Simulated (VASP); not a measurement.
A run of VASP 6.6.1 is set up as follows.

Contents of INCAR:

```
SYSTEM = CsCu
ALGO = Fast
EDIFF = 1E-6
ENCUT = 520
GGA = PE
ISIF = 2
ISMEAR = 0
LASPH = .TRUE.
LCHARG = .FALSE.
LREAL = .FALSE.
LWAVE = .FALSE.
NBANDS = 28
NELM = 100
PREC = Accurate
SIGMA = 0.1
```

The input KPOINTS:

```
k-points
0
G
  6 6 2
  0 0 0
```

POSCAR

```
CsCu
1.0
    4.7657287700      0.0000000000      0.0000000000
   -2.3828643800      4.1272421800      0.0000000000
    0.0000000000      0.0000000000     13.6544902100
Cs Cu
2 2
Direct
    0.3333333300      0.6666666700      0.3262824000
    0.6666666700      0.3333333300      0.6737176000
    0.3333333300      0.6666666700      0.9040187200
    0.6666666700      0.3333333300      0.0959812800
```

Potentials or basis: VASP PAW PBE potentials, release 64 (Cs_sv, Cu).

Launch:

```console
$ cat potpaw_PBE.64/Cs_sv/POTCAR potpaw_PBE.64/Cu/POTCAR > POTCAR
$ mpirun -np 1 vasp_std > vasp.out
```

**Question.** Predict the pressure.

**Answer.** -1.1 GPa.

**Question.** What does it give for the largest force?

**Answer.** 0.566 eV/Å.

**Question.** Estimate the band gap on the k mesh.

**Answer.** Zero (bands 20 and 21 overlap by 0.74 eV).

Stress tensor (GPa, compression positive):
```
-0.25  0.00  0.00
 0.00 -0.25  0.00
 0.00  0.00 -2.82
```

Caveat: spin-orbit coupling is left out, which moves the levels of the heavy elements.
